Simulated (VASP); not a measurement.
Crystal: Cu.

```
CELL_PARAMETERS angstrom
0.00000 1.80750 1.80750
1.80750 0.00000 1.80750
1.80750 1.80750 0.00000
ATOMIC_POSITIONS crystal
Cu 0.00000 0.00000 0.00000
```

| Item | Value |
| --- | --- |
| Program | VASP 6.6.1 |
| Task | relaxation of cell and atoms |
| Functional | LDA |
| Potentials or basis | VASP PAW LDA potentials, release 64 (Cu_sv_GW) |
| Cutoff | 820 eV |
| k mesh | 18 × 18 × 18 |
| Occupations | gaussian, width 0.1 eV |
| Spin | no spin polarisation |

At the start: pressure -13.3 GPa; volume 11.81 Å³/atom.

Problem. Where does the relaxation end?

Solution. Over 11 steps the energy falls by 41.5 meV/atom and the volume is 10.89 Å³/atom (-7.8 %); space group Fm-3m (No. 225, to 0.1 Å) before and after.

The path:
```tsv
step	energy change (eV)	largest force (eV/Å)	pressure (GPa)	volume (Å³)
1	0.0000	0.0000	-13.31	11.81
2	-0.0120	0.0000	14.70	10.21
3	-0.0415	0.0000	-0.08	10.90
4	-0.0415	0.0000	0.16	10.88
5	-0.0415	0.0000	0.10	10.89
6	-0.0414	0.0000	-0.51	10.92
7	-0.0415	0.0000	-0.26	10.90
8	-0.0415	0.0000	0.03	10.90
9	-0.0415	0.0000	-0.09	10.90
10	-0.0415	0.0000	0.19	10.89
11	-0.0415	0.0000	-0.02	10.89
```

Final structure:
```
Cu
1.0
     0.00000    1.75946    1.75946
     1.75946    0.00000    1.75946
     1.75946    1.75946    0.00000
Cu
1
Direct
  0.00000 0.00000 0.00000
```
